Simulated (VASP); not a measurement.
# W (Fm-3m) in VASP: notebook, part 2 of 2

VASP 6.6.1. Earlier steps stand in the parts before.

### Step 3. Electric field gradients, PBE (volume scaled by 1.04)

INCAR reads:

```
PREC = Accurate
ENCUT = 520
EDIFF = 1E-8
ISMEAR = -1
SIGMA = 0.05
LREAL = F
LASPH = T
NELM = 80
ALGO = Normal
ISIF = 2
LWAVE = F
LCHARG = F
GGA = PE
LEFG = T
NBANDS = 13
```

KPOINTS reads:

```
Automatic mesh
0
Gamma
  14 14 14
```

POSCAR reads:

```
W
1.0
    0.0000000000      2.0567135898      2.0567135898
    2.0567135898      0.0000000000      2.0567135898
    2.0567135898      2.0567135898      0.0000000000
W
1
Direct
    0.0000000000      0.0000000000      0.0000000000
```

Potentials or basis: VASP PAW PBE potentials, release 64 (W_sv).

Launch:

```console
cat potpaw_PBE.64/W_sv/POTCAR > POTCAR
mpirun -np 1 vasp_std > vasp.out
```

OUTCAR:

```text
PREC = Accurate
   ENCUT = 520
   EDIFF = 1E-8
   ISMEAR = -1
   LREAL = F
   LASPH = T
   NELM = 80
   ISIF = 2
   GGA = PE

 ion  position               nearest neighbor table
   1  0.000  0.000  0.000-

  LATTYP: Found a face centered cubic cell.
 ALAT       =     4.1134271796

  Lattice vectors:

 A1 = (   0.0000000000,   2.0567135898,   2.0567135898)
 A2 = (   2.0567135898,   0.0000000000,   2.0567135898)
 A3 = (   2.0567135898,   2.0567135898,   0.0000000000)

Analysis of symmetry for initial positions (statically):
=====================================================================
 Subroutine PRICEL returns:
 Original cell was already a primitive cell.

 Routine SETGRP: Setting up the symmetry group for a
 face centered cubic supercell.

 Subroutine GETGRP returns: Found 48 space group operations
 (whereof 48 operations were pure point group operations)
 out of a pool of 48 trial point group operations.

The static configuration has the point symmetry O_h .

Analysis of symmetry for dynamics (positions and initial velocities):
=====================================================================
 Subroutine PRICEL returns:
 Original cell was already a primitive cell.

 Routine SETGRP: Setting up the symmetry group for a
 face centered cubic supercell.

 Subroutine GETGRP returns: Found 48 space group operations
 (whereof 48 operations were pure point group operations)
 out of a pool of 48 trial point group operations.

The dynamic configuration has the point symmetry O_h .

 Subroutine INISYM returns: Found 48 space group operations
 (whereof 48 operations are pure point group operations),
 and found     1 'primitive' translations

----------------------------------------------------------------------------------------

                                     Primitive cell

  volume of cell :      17.4001

  direct lattice vectors                    reciprocal lattice vectors
     0.000000000  2.056713590  2.056713590    -0.243106285  0.243106285  0.243106285
     2.056713590  0.000000000  2.056713590     0.243106285 -0.243106285  0.243106285
     2.056713590  2.056713590  0.000000000     0.243106285  0.243106285 -0.243106285

  length of vectors
     2.908632253  2.908632253  2.908632253     0.421072437  0.421072437  0.421072437

  position of ions in fractional coordinates (direct lattice)
     0.000000000  0.000000000  0.000000000

  ion indices of the primitive-cell ions
   primitive index   ion index
                 1           1

----------------------------------------------------------------------------------------

 KPOINTS: Automatic mesh

Automatic generation of k-mesh.
 Grid dimensions read from file:
 generate k-points for:   14   14   14

 Generating k-lattice:

  Cartesian coordinates                     Fractional coordinates (reciprocal lattice)
[... 65 lines left out ...]
   NFREE  =      0    steps in history (QN), initial steepest desc. (CG)
   ISIF   =      2    stress and relaxation
   ISYM   =      2    0-nonsym 1-usesym 2-fastsym
   POTIM  = 0.5000    time-step for ionic-motion
   TEBEG  =    0.0;   TEEND  =   0.0 temperature during run
   PSTRESS=    0.0 pullay stress
   NELECT =      14.0000    total number of electrons
   NUPDOWN=      -1.0000    fix difference up-down
   EMIN   =  10.00;   EMAX   =-10.00  energy-range for DOS
   EFERMI =   0.00;   METHOD = LEGACY
   ISMEAR =    -1;   SIGMA  =   0.05  broadening in eV -4-tet -1-fermi 0-gaus
   EFERMI_NEDOS =   21; number of points for ismear=-14 and -15
   IALGO  =     38    algorithm
   IMIX   =      4    mixing-type and parameters
     AMIX     =   0.40;   BMIX     =  1.00
     AMIX_MAG =   1.60;   BMIX_MAG =  1.00
  volume/ion in A,a.u.               =      17.40       117.42
  Fermi-wavevector in a.u.,A,eV,Ry     =   1.522651  2.877393 31.544644  2.318466
  Thomas-Fermi vector in A             =   2.631201
   LORBIT       =      0    0 simple, 1 ext, 2 COOP (PROOUT), +10 PAW based schemes
   GGA     = PE    functional components
   LHFCALC =     F    Hartree Fock is set to
   AEXX    =    0.0000 exact exchange contribution
   IVDW    =     0    specifies the selected vdW correction
   LEPSILON=     F    determine dielectric tensor
   LRPA    =     F    only Hartree local field effects (RPA)
 non-spin polarized calculation
  energy-cutoff  :      520.00
  volume of cell :       17.40
 maximum number of plane-waves:       489
 NGX is ok and might be reduce to    24
   NGX = 11   NGY = 11   NGZ = 11

 number of electron      13.9999999 magnetization

 Free energy of the ion-electron system (eV)
  ---------------------------------------------------
  ext. energy  EPLUGINS =         0.00000000
  ---------------------------------------------------
  free energy    TOTEN  =       -12.43576731 eV

  energy without entropy =      -12.42421465  energy(sigma->0) =      -12.42999098

 E-fermi :   9.6966     XC(G=0): -13.1123

 val. band max:        9.6866034710   @ k =  -0.3571   0.1429   0.0000
 cond. band min:       9.7048191881   @ k =   0.2143   0.0714   0.0000
 fundamental gap:      0.0182157171
 Fermi energy:         9.6965854499

 k-point     1 :       0.0000    0.0000    0.0000
  band No.  band energies     occupation
      1     -64.0882      2.00000
      2     -27.7853      2.00000
      3     -27.7853      2.00000
      4     -27.7853      2.00000
      5       1.0204      2.00000
      6       9.2118      1.99988
      7       9.2118      1.99988
      8       9.2118      1.99988
      9      12.0832      0.00000
     10      12.0832      0.00000
     11      22.4108      0.00000
     12      27.3445      0.00000
     13      27.3445      0.00000
[... 354 lines left out ...]
  band No.  band energies     occupation
      1     -64.0401      2.00000
      2     -28.2606      2.00000
      3     -27.9151      2.00000
      4     -27.9053      2.00000
      5       3.6083      2.00000
      6       7.5986      2.00000
      7       9.4084      1.99375
      8      10.2855      0.00002
      9      11.5486      0.00000
     10      13.0542      0.00000
     11      23.9005      0.00000
     12      26.6639      0.00000
     13      28.7042      0.00000

 [... further k-points ...]
[... 5 lines left out ...]
  --------------------------------------------------------------------------------------
  -------------------------------------------------------------------------------------
  Total       -1.5101226     -1.5101226     -1.5101226      0.0000000     -0.0000000      0.0000000
  in kB     -139.0501157   -139.0501157   -139.0501157      0.0000000     -0.0000000      0.0000000
  external PRESSURE =    -139.0501157 kB  Pullay stress =       0.0000000 kB

 VOLUME and BASIS-vectors are now :
 -----------------------------------------------------------------------------
  energy-cutoff  :      520.00
  volume of cell :       17.40
      direct lattice vectors                 reciprocal lattice vectors
     0.000000000  2.056713590  2.056713590    -0.243106285  0.243106285  0.243106285
     2.056713590  0.000000000  2.056713590     0.243106285 -0.243106285  0.243106285
     2.056713590  2.056713590  0.000000000     0.243106285  0.243106285 -0.243106285

 POSITION                                       TOTAL-FORCE (eV/Angst)
 -----------------------------------------------------------------------------------
      0.00000      0.00000      0.00000         0.000000      0.000000     -0.000000
 -----------------------------------------------------------------------------------
    total drift:                                0.000000      0.000000     -0.000000

  FREE ENERGIE OF THE ION-ELECTRON SYSTEM (eV)
  ---------------------------------------------------
  free  energy   TOTEN  =       -12.4357673057 eV

  energy  without entropy=      -12.4242146517  energy(sigma->0) =      -12.42999098

 Electric field gradients (V/A^2)
---------------------------------------------------------------------
 ion       V_xx      V_yy      V_zz      V_xy      V_xz      V_yz
---------------------------------------------------------------------
   1      -0.000    -0.000     0.000    -0.000    -0.000    -0.000
---------------------------------------------------------------------

 Electric field gradients after diagonalization (V/A^2)
 (convention: |V_zz| > |V_xx| > |V_yy|)
----------------------------------------------------------------------
 ion       V_xx      V_yy      V_zz     asymmetry (V_yy - V_xx)/ V_zz
----------------------------------------------------------------------
   1       0.000     0.000    -0.001       0.000
----------------------------------------------------------------------

           NMR quadrupolar parameters

 Cq : quadrupolar parameter    Cq=e*Q*V_zz/h
 eta: asymmetry parameters     (V_yy - V_xx)/ V_zz
 Q  : nuclear electric quadrupole moment in mb (millibarn)
----------------------------------------------------------------------
 ion       Cq(MHz)       eta       Q (mb)
----------------------------------------------------------------------
   1      -0.000       0.000       1.000
----------------------------------------------------------------------
```

Run time: 47 s. Hardware: 1 thread of Intel Xeon 8259CL, shared host; peak memory 0.15 GiB.

What came out:

```yaml
Free_energy: -12.4358 eV
Pressure: -13.9 GPa
Band_gap_on_the_k_mesh: zero (band 7 reaches 12.45 eV, above the bottom of band 8 at 9.21 eV)
```

Caveat: without QUAD_EFG the Cq values of the log hold for a quadrupole moment of 1 mb, not for the nuclei; spin-orbit coupling is left out, which moves the levels of the heavy elements.
